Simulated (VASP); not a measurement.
A run of VASP 6.6.1:

The input INCAR:

```
ALGO = Normal
EDIFF = 1E-6
ENCUT = 520
GGA = PE
ISIF = 2
ISMEAR = 0
LASPH = True
LCHARG = False
LREAL = Auto
LWAVE = False
NBANDS = 95
NELM = 60
PREC = Accurate
SIGMA = 0.1
```

File KPOINTS:

```
k-points
0
Gamma
  2 4 4
```

POSCAR

```
Hf6Al2O15
1.0
    7.4155762136      6.8915815544      0.0000000000
   -3.6790426897      3.4170453602      0.0000000000
    0.0000000000      0.0000000000      5.2337268631
Al Hf O
2 6 15
Direct
   -0.0094822337      0.5824623150      0.4641743928
    0.2594822337     -0.0824623150      0.4641743928
    0.4887962556      0.4887320606      0.5214926441
    0.7612037444      0.0112679394      0.5214926441
   -0.0053906763     -0.0470672114     -0.0293575639
    0.5136462749     -0.0054098248      0.0003203607
    0.2553906763      0.5470672114     -0.0293575639
    0.7363537251      0.5054098248      0.0003203607
    0.6250000000      0.2500000000      0.7016312152
    0.3751478837      0.7913718053      0.7064272406
    0.8748521163      0.7086281947      0.7064272406
    0.1250000000      0.7500000000      0.7031198319
    0.6250000000      0.7500000000      0.7863102298
    0.4120237499      0.3263249832      0.8984962748
    0.8379762501      0.1736750168      0.8984962748
    0.1250000000      0.7500000000      0.2398615392
    0.6250000000      0.7500000000      0.2899797749
    0.3181615538      0.2634815414      0.4131749838
    0.9318384462      0.2365184586      0.4131749838
    0.1250000000      0.2500000000     -0.0569412834
    0.6250000000      0.2500000000      0.2361871165
    0.3752506055      0.7774666221      0.2265935150
    0.8747493945      0.7225333779      0.2265935150
```

Potentials or basis: VASP PAW PBE potentials, release 64 (Al, Hf_pv, O).

Run with:

```bash
$ cat potpaw_PBE.64/Al/POTCAR potpaw_PBE.64/Hf_pv/POTCAR potpaw_PBE.64/O/POTCAR > POTCAR
$ mpirun -np 1 vasp_std > vasp.out
```

Hardware: 1 thread of Intel(R) Xeon(R) 6975P-C (Granite Rapids), with other jobs on the host.

Problem. How long does it take, and how much memory?

Solution. Run time: 6.9 min on 1 thread of Intel(R) Xeon(R) 6975P-C (Granite Rapids) (shared host), peak memory 0.52 GiB. Counts: scf iterations 16, k points 18.
